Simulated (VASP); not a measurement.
# Bi in VASP: further runs

Aim: see how the results for Bi move with the level of theory and the settings. Levels: LDA, PBEsol+D3(BJ), PBEsol+D4. Tasks: single point.

Everything below comes from runs of VASP 6.6.1. Logs are shortened: lines on timing, memory, paths and dates and some standing lists are left out, and cuts for length are marked.

## 1. The cell of the first run

It takes space group P2/m (No. 10, monoclinic). Conventional cell: a = 3.238 Å, b = 3.222 Å, c = 6.541 Å, α = 90.00°, β = 90.70°, γ = 90.00°. Bi (site symmetry m) has 6 Bi at 3.22 to 3.34 Å within 4.2 Å.

## 2. Single point, LDA (last atom moved by 0.05 Å along z, cell strained by +1.5% along z)

INCAR reads:

```
ADDGRID = F
ALGO = Normal
EDIFF = 1E-8
ENCUT = 640
GGA = CA
GGA_COMPAT = F
ISIF = 2
ISMEAR = 1
KPAR = 4
LASPH = T
LCHARG = F
LREAL = F
LWAVE = F
NBANDS = 35
NELM = 120
PREC = Accurate
SIGMA = 0.05
```

KPOINTS reads:

```
Automatic mesh
0
Gamma
  16 16 8
  0 0 0
```

POSCAR reads:

```
Bi
1.0
    3.2383762460      0.0000000000      0.0000000000
    0.0000000000      3.2216433200      0.0000000000
   -0.0804548793      0.0000000000      6.5405471200
Bi
2
Direct
    0.5442472500      0.0000000000      0.7495778900
    0.4559455200      0.0000000000      0.2581814000
```

Potentials or basis: VASP PAW LDA potentials, release 64 (Bi_d).

Started as:

```sh
cat potpaw_LDA.64/Bi_d/POTCAR > POTCAR
mpirun -np 4 vasp_std > vasp.out
```

OUTCAR:

```text
EDIFF = 1E-8
   ENCUT = 640
   GGA = CA
   ISIF = 2
   ISMEAR = 1
   LASPH = T
   LREAL = F
   NELM = 120
   PREC = Accurate

 ion  position               nearest neighbor table
   1  0.544  0.000  0.750-   2 3.22   2 3.34
   2  0.456  0.000  0.258-   1 3.22   1 3.34

  LATTYP: Found a simple monoclinic cell.
 ALAT       =     3.2383762460
 B/A-ratio  =     0.9948329271
 C/A-ratio  =     2.0198523704
 COS(beta)  =    -0.0123000097

  Lattice vectors:

 A1 = (   3.2383762460,   0.0000000000,   0.0000000000)
 A2 = (   0.0000000000,   3.2216433200,   0.0000000000)
 A3 = (  -0.0804548793,   0.0000000000,   6.5405471200)

Analysis of symmetry for initial positions (statically):
=====================================================================
 Subroutine PRICEL returns:
 Original cell was already a primitive cell.

 Routine SETGRP: Setting up the symmetry group for a
 simple monoclinic supercell.

 Subroutine GETGRP returns: Found  4 space group operations
 (whereof  2 operations were pure point group operations)
 out of a pool of  4 trial point group operations.

The static configuration has the point symmetry C_1h.
 The point group associated with its full space group is C_2h.

Analysis of symmetry for dynamics (positions and initial velocities):
=====================================================================
 Subroutine PRICEL returns:
 Original cell was already a primitive cell.

 Routine SETGRP: Setting up the symmetry group for a
 simple monoclinic supercell.

 Subroutine GETGRP returns: Found  4 space group operations
 (whereof  2 operations were pure point group operations)
 out of a pool of  4 trial point group operations.

The dynamic configuration has the point symmetry C_1h.
 The point group associated with its full space group is C_2h.

 Subroutine INISYM returns: Found  4 space group operations
 (whereof  2 operations are pure point group operations),
 and found     1 'primitive' translations

----------------------------------------------------------------------------------------

                                     Primitive cell

  volume of cell :      68.2368

  direct lattice vectors                    reciprocal lattice vectors
     3.238376246  0.000000000  0.000000000     0.308796731  0.000000000  0.003798490
     0.000000000  3.221643320  0.000000000     0.000000000  0.310400594  0.000000000
    -0.080454879  0.000000000  6.540547120     0.000000000  0.000000000  0.152892408

  length of vectors
     3.238376246  3.221643320  6.541041937     0.308820093  0.310400594  0.152892408

  position of ions in fractional coordinates (direct lattice)
     0.544247250  0.000000000  0.749577890
     0.455945520  0.000000000  0.258181400

  ion indices of the primitive-cell ions
   primitive index   ion index
                 1           1
                 2           2

----------------------------------------------------------------------------------------

 KPOINTS: Automatic mesh

Automatic generation of k-mesh.
 Grid dimensions read from file:
 generate k-points for:   16   16    8

 Generating k-lattice:

  Cartesian coordinates                     Fractional coordinates (reciprocal lattice)
     0.019299796  0.000000000  0.000237406     0.062500000  0.000000000  0.000000000
     0.000000000  0.019400037  0.000000000     0.000000000  0.062500000  0.000000000
     0.000000000  0.000000000  0.019111551     0.000000000  0.000000000  0.125000000

  Length of vectors
     0.019301256  0.019400037  0.019111551

  Shift w.r.t. Gamma in fractional coordinates (k-lattice)
     0.000000000  0.000000000  0.000000000

 Subroutine IBZKPT returns following result:
 ===========================================

 Found    594 irreducible k-points:

 Following reciprocal coordinates:
            Coordinates               Weight
  0.000000  0.000000  0.000000      1.000000
  0.062500  0.000000 -0.000000      2.000000
  0.125000  0.000000 -0.000000      2.000000
  0.187500  0.000000  0.000000      2.000000
  0.250000  0.000000 -0.000000      2.000000
  0.312500  0.000000 -0.000000      2.000000
[... 16 lines left out ...]
  0.250000  0.125000 -0.000000      4.000000
  0.312500  0.125000 -0.000000      4.000000
 [... further k-points ...]
   k-points           NKPTS =    594   k-points in BZ     NKDIM =    594   number of bands    NBANDS=     35
   number of dos      NEDOS =    301   number of ions     NIONS =      2
   total plane-waves  NPLWV =  42336
   dimension x,y,z NGX =    28 NGY =   28 NGZ =   54
   dimension x,y,z NGXF=    56 NGYF=   56 NGZF=  108
   ions per type =               2
   NGX,Y,Z   is equivalent  to a cutoff of  14.37, 14.45, 13.72 a.u.
   NGXF,Y,Z  is equivalent  to a cutoff of  28.75, 28.90, 27.45 a.u.
 SYSTEM =  unknown system
   PREC   = accura    normal or accurate (medium, high low for compatibility)
   ISTART =      0    job   : 0-new  1-cont  2-samecut
   ICHARG =      2    charge: 1-file 2-atom 10-const
   ISPIN  =      1    spin polarized calculation?
   LNONCOLLINEAR =      F non collinear calculations
   LSORBIT =      F    spin-orbit coupling
   LASPH  =      T    aspherical Exc in radial PAW
   ENCUT  =  640.0 eV  47.04 Ry    6.86 a.u.   6.68  6.65 13.49*2*pi/ulx,y,z
   NELM   =    120;   NELMIN=  2; NELMDL= -5     # of ELM steps
   EDIFF  = 0.1E-07   stopping-criterion for ELM
   LREAL  =      F    real-space projection
   EDIFFG = 0.1E-06   stopping-criterion for IOM
   NSW    =      0    number of steps for IOM
   IBRION =     -1    ionic relax: 0-MD 1-quasi-New 2-CG
   NFREE  =      0    steps in history (QN), initial steepest desc. (CG)
   ISIF   =      2    stress and relaxation
   ISYM   =      2    0-nonsym 1-usesym 2-fastsym
   POTIM  = 0.5000    time-step for ionic-motion
   TEBEG  =    0.0;   TEEND  =   0.0 temperature during run

   SCALEE = 1.0000    scale energy and forces
   PSTRESS=    0.0 pullay stress
   NELECT =      30.0000    total number of electrons
   NUPDOWN=      -1.0000    fix difference up-down
   EMIN   =  10.00;   EMAX   =-10.00  energy-range for DOS
   EFERMI =   0.00;   METHOD = LEGACY
   ISMEAR =     1;   SIGMA  =   0.05  broadening in eV -4-tet -1-fermi 0-gaus
   EFERMI_NEDOS =   21; number of points for ismear=-14 and -15
   IALGO  =     38    algorithm
   IMIX   =      4    mixing-type and parameters
     AMIX     =   0.40;   BMIX     =  1.00
     AMIX_MAG =   1.60;   BMIX_MAG =  1.00
  volume/ion in A,a.u.               =      34.12       230.24
  Fermi-wavevector in a.u.,A,eV,Ry     =   1.244827  2.352382 21.083507  1.549594
  Thomas-Fermi vector in A             =   2.379076
   LORBIT       =      0    0 simple, 1 ext, 2 COOP (PROOUT), +10 PAW based schemes
   GGA     = CA    functional components
   LHFCALC =     F    Hartree Fock is set to
   AEXX    =    0.0000 exact exchange contribution
   IVDW    =     0    specifies the selected vdW correction
   LEPSILON=     F    determine dielectric tensor
   LRPA    =     F    only Hartree local field effects (RPA)

   CSHIFT  =0.1000    complex shift for real part using Kramers Kronig

   OMEGAMAX=  -1.0    maximum frequency
 non-spin polarized calculation
 Methfessel and Paxton  Order N= 1 SIGMA  =   0.05
  energy-cutoff  :      640.00
  volume of cell :       68.24
 maximum number of plane-waves:      2534
   NGX = 13   NGY = 13   NGZ = 27

 number of electron      30.0000000 magnetization

 Free energy of the ion-electron system (eV)
  ---------------------------------------------------
  ext. energy  EPLUGINS =         0.00000000
  ---------------------------------------------------
  free energy    TOTEN  =        -9.04022607 eV

  energy without entropy =       -9.04027819  energy(sigma->0) =       -9.04024344

 E-fermi :   6.3957     XC(G=0):  -9.9741

 val. band max:        6.3940617448   @ k =   0.3125   0.5000   0.3750
 cond. band min:       6.3957884014   @ k =   0.5000   0.3125   0.3750
 fundamental gap:      0.0017266566
 Fermi energy:         6.3956618557

 k-point     1 :       0.0000    0.0000    0.0000
  band No.  band energies     occupation
      1     -16.5060      2.00000
      2     -16.4932      2.00000
      3     -16.4753      2.00000
      4     -16.2349      2.00000
      5     -16.2339      2.00000
      6     -16.2317      2.00000
[... 19 lines left out ...]
     26      18.4098      0.00000
     27      18.7648      0.00000

 k-point     2 :       0.0625    0.0000   -0.0000
  band No.  band energies     occupation
      1     -16.5001      2.00000
      2     -16.4853      2.00000
      3     -16.4698      2.00000
      4     -16.2379      2.00000
      5     -16.2335      2.00000
      6     -16.2292      2.00000
[... 19 lines left out ...]
     26      18.8035      0.00000
     27      19.3450      0.00000

 k-point     3 :       0.1250    0.0000   -0.0000
  band No.  band energies     occupation
      1     -16.4912      2.00000
      2     -16.4641      2.00000
      3     -16.4466      2.00000
      4     -16.2502      2.00000
      5     -16.2325      2.00000
      6     -16.2167      2.00000
[... 19 lines left out ...]
     26      18.9198      0.00000
     27      20.8000      0.00000

 k-point     4 :       0.1875    0.0000    0.0000
  band No.  band energies     occupation
      1     -16.4858      2.00000
      2     -16.4358      2.00000
      3     -16.4038      2.00000
      4     -16.2687      2.00000
      5     -16.2310      2.00000
      6     -16.1941      2.00000
[... 19 lines left out ...]
     26      20.5508      0.00000
     27      21.2466      0.00000
[... 516 lines left out ...]
      4     -16.2671      2.00000
      5     -16.2481      2.00000
      6     -16.1976      2.00000
[... 19 lines left out ...]
     26      20.5239      0.00000
     27      21.3174      0.00000

 k-point    23 :       0.2500    0.1250   -0.0000
  band No.  band energies     occupation
      1     -16.4470      2.00000
      2     -16.3647      2.00000
      3     -16.3390      2.00000
      4     -16.2887      2.00000
      5     -16.2461      2.00000
      6     -16.2151      2.00000
[... 19 lines left out ...]
     26      20.5057      0.00000
     27      20.8830      0.00000

 k-point    24 :       0.3125    0.1250   -0.0000
  band No.  band energies     occupation
      1     -16.4441      2.00000
      2     -16.3403      2.00000
      3     -16.3102      2.00000
      4     -16.2845      2.00000
      5     -16.2442      2.00000
      6     -16.2324      2.00000
[... 19 lines left out ...]
     26      19.9922      0.00000
     27      20.6615      0.00000

 [... further k-points ...]

 [bands above 27 left out]

------------------------ aborting loop because EDIFF is reached ----------------------------------------

  FORCE on cell =-STRESS in cart. coord.  units (eV):
  Direction    XX          YY          ZZ          XY          YZ          ZX
  --------------------------------------------------------------------------------------
  -------------------------------------------------------------------------------------
  Total       -0.8816958     -0.6266714     -1.2934980      0.0000000      0.0000000      0.0450245
  in kB      -20.7019154    -14.7140298    -30.3708896      0.0000000      0.0000000      1.0571593
  external PRESSURE =     -21.9289449 kB  Pullay stress =       0.0000000 kB

 VOLUME and BASIS-vectors are now :
 -----------------------------------------------------------------------------
  energy-cutoff  :      640.00
  volume of cell :       68.24
      direct lattice vectors                 reciprocal lattice vectors
     3.238376246  0.000000000  0.000000000     0.308796731  0.000000000  0.003798490
     0.000000000  3.221643320  0.000000000     0.000000000  0.310400594  0.000000000
    -0.080454879  0.000000000  6.540547120     0.000000000  0.000000000  0.152892408

 POSITION                                       TOTAL-FORCE (eV/Angst)
 -----------------------------------------------------------------------------------
      1.70217      0.00000      4.90265        -0.023027      0.000000      0.066133
      1.45575      0.00000      1.68865         0.023027      0.000000     -0.066133
 -----------------------------------------------------------------------------------
    total drift:                                0.000000     -0.000000     -0.000042

  FREE ENERGIE OF THE ION-ELECTRON SYSTEM (eV)
  ---------------------------------------------------
  free  energy   TOTEN  =        -9.0402260681 eV

  energy  without entropy=       -9.0402781922  energy(sigma->0) =       -9.04024344
```

Wall time 2.3 min (4 MPI ranks of Intel Xeon 6975P-C (Granite Rapids), shared host); peak memory 1.2 GiB.

Results:

```
Free energy   : -9.0402 eV
Pressure      : -2.2 GPa
Largest force : 0.070 eV/Å
```

Forces on the atoms (eV/Å):
```
Bi  -0.023  0.000  0.066
Bi   0.023  0.000 -0.066
```

Stress tensor (GPa, compression positive):
```
-2.07  0.00  0.11
 0.00 -1.47  0.00
 0.11  0.00 -3.04
```

Levels at points of the mesh, in eV from the Fermi level:
```tsv
k point	band 12	band 13	band 14	band 15	band 16	band 17	band 18	band 19
(0.00, 0.00, 0.00)	-11.34	-4.94	2.92	3.28	3.33	4.77	5.13	6.43
(0.50, 0.00, 0.00)	-9.48	-4.95	-3.23	-2.98	2.42	5.18	5.26	7.08
(0.00, 0.50, 0.00)	-9.38	-4.99	-3.21	-3.00	2.78	4.86	5.24	6.81
(0.50, 0.50, 0.00)	-7.48	-3.10	-3.03	-1.49	-1.41	-1.15	2.85	4.98
```

Caveat: the cell differs from its parent crystal (last atom moved by 0.05 Å along z, cell strained by +1.5% along z); spin-orbit coupling is left out, which moves the levels of the heavy elements.

## 3. Single point, PBEsol+D3(BJ)

This run uses another cell than the first one, of 33.61 Å³/atom.

INCAR reads:

```
SYSTEM = Bi
  PREC = Accurate
  ENCUT = 520
  EDIFF = 1E-6
  ISMEAR = -1
  SIGMA = 0.05
  LREAL = .FALSE.
  LASPH = .TRUE.
  NELM = 80
  ALGO = Fast
  ISIF = 2
  LWAVE = .FALSE.
  LCHARG = .FALSE.
  GGA = PS
  IVDW = 12
  NBANDS = 22
```

KPOINTS reads:

```
Automatic mesh
0
G
  8 8 4
  0 0 0
```

POSCAR reads:

```
Bi
1.0
    3.2383762460      0.0000000000      0.0000000000
    0.0000000000      3.2216433200      0.0000000000
   -0.0804548793      0.0000000000      6.4438887882
Bi
2
Direct
    0.5442472500      0.0000000000      0.7495778900
    0.4557527500      0.0000000000      0.2504221100
```

Potentials or basis: VASP PAW PBE potentials, release 64 (Bi_d).

Started as:

```sh
cat potpaw_PBE.64/Bi_d/POTCAR > POTCAR
mpirun -np 1 vasp_std > vasp.out
```

It took 3.3 min on 1 thread of Intel Xeon 8259CL, shared host; peak memory 0.24 GiB.

Results (log left out):

```yaml
Free_energy: -9.5038 eV
Pressure: -2.9 GPa
Largest_force: 0.012 eV/Å
Band_gap_on_the_k_mesh: zero (bands 15 and 16 overlap by 6.31 eV)
Dispersion_energy_per_atom: -0.484 eV
```

Forces on the atoms (eV/Å):
```
Bi   0.003  0.000 -0.012
Bi  -0.003  0.000  0.012
```

Stress tensor (GPa, compression positive):
```
-3.03  0.00 -0.11
 0.00 -2.27  0.00
-0.11  0.00 -3.26
```

Levels at points of the mesh, in eV from the Fermi level:
```csv
k point,band 13,band 14,band 15,band 16,band 17,band 18
"(0.00, 0.00, 0.00)",-5.05,3.23,3.28,3.30,4.85,5.25
"(0.50, 0.00, 0.00)",-5.01,-3.20,-3.07,2.37,5.24,5.50
"(0.00, 0.50, 0.00)",-5.06,-3.14,-3.12,2.70,5.20,5.24
"(0.50, 0.50, 0.00)",-3.15,-3.08,-1.41,-1.38,-1.24,2.73
"(0.00, 0.00, 0.50)",-1.82,-1.79,3.92,4.01,4.11,4.13
"(0.50, 0.00, 0.50)",-4.32,-4.29,0.19,0.28,5.36,5.41
"(0.00, 0.50, 0.50)",-4.29,-4.27,0.21,0.25,5.42,5.42
"(0.50, 0.50, 0.50)",-2.43,-2.41,-2.39,-2.38,2.17,2.27
```

Caveat: three body term missing; the PAW data sets were made with another functional, which shifts forces and pressure a little; spin-orbit coupling is left out, which moves the levels of the heavy elements.

(Continued in part 2 of 2.)

The gap in the log of VASP goes by the Fermi energy; the results here count the filled bands.